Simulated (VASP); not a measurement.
Hg: electric field gradients with LDA

Hg:

```
Hg
1.0
     1.76393    1.01841    2.27782
    -1.76393    1.01841    2.27782
     0.00000   -2.03681    2.27782
Hg
1
Direct
  0.00000 0.00000 0.00000
```

| Quantity | Value |
| --- | --- |
| Program | VASP 6.6.1 |
| Task | electric field gradients |
| Functional | LDA |
| Potentials or basis | VASP PAW LDA potentials, release 64 (Hg_sv_GW) |
| Cutoff | 410 eV |
| k mesh | 12 × 12 × 12 |
| Occupations | fermi-dirac, width 0.03 eV |
| Spin | no spin polarisation |
| Dipole correction | no |
| Further INCAR settings | ALGO = Normal; EDIFF = 1e-08; NBANDS = 16 |

* Pressure: -6.3 GPa
* Band gap on the k mesh: zero (bands 10 and 11 overlap by 2.75 eV)
* Largest electric field gradient by atom: Hg -116.3 V/Å²

Stress tensor (GPa, compression positive):
```
-5.55  0.00  0.00
 0.00 -5.55  0.00
 0.00  0.00 -7.80
```

Levels at points of the mesh, in eV from the Fermi level:
```tsv
k point	band 8	band 9	band 10	band 11	band 12	band 13
(0.00, 0.00, 0.00)	-6.20	-6.05	-6.05	11.70	12.12	12.12
(0.50, 0.00, 0.00)	-6.10	-5.75	-2.19	-1.72	11.86	12.13
(0.50, 0.50, 0.00)	-5.80	-5.32	0.05	0.62	4.67	9.63
(0.50, 0.50, 0.50)	-5.41	-5.41	0.00	1.13	9.01	9.01
```

Electric field gradients, principal values (V/Å²):
```tsv
atom	least	middle	greatest (by size)
1 Hg	58.140	58.140	-116.279
```

It took 25 s on 1 thread of Intel(R) Xeon(R) Platinum 8488C (Sapphire Rapids) (shared host), peak memory 0.17 GiB.

Caveat: the cell stands under tension; without QUAD_EFG the Cq values of the log hold for a quadrupole moment of 1 mb, not for the nuclei; spin-orbit coupling is left out, which moves the levels of the heavy elements.
